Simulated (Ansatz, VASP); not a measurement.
One calculation of GaN, two programs

```xyz
2
Lattice="0.0653 2.2468 2.2468 2.2468 0.0653 2.2468 2.2468 2.2468 0.0653" Properties=species:S:1:pos:R:3 pbc="T T T"
Ga    0.0108    0.0108    0.0108
N     1.1290    1.1290    1.1290
```

Change from the starting cell: epitaxial_111 strain -3.0%.

Alike in both runs: task single point; functional r2SCAN; k mesh 10 × 10 × 10; no spin polarisation.

```csv
,VASP,Ansatz
version,VASP 6.6.1,Ansatz 0.2.0
potentials or method,"VASP PAW PBE potentials, release 64 (Ga_d, N)","plane waves, PAW"
plane-wave cutoff (eV),520,500
occupations,"gaussian, width 0.01 eV",fixed
valence electrons in the cell,18,18
```

```csv
,VASP,Ansatz,Ansatz less VASP
gap on the k mesh at the Fermi level (eV),2.30,2.31,+0.012
pressure (GPa),11.7,10.3,-1.39
"traceless stress, the component that is largest in VASP (GPa)",-5.16,-5.14,+0.023
rms of the force components (eV/Å),0.005,0.000,-0.0047
```

VASP's potentials were made for PBE, not for r2SCAN. Atom by atom the forces differ by 0.005 eV/Å (rms over components).
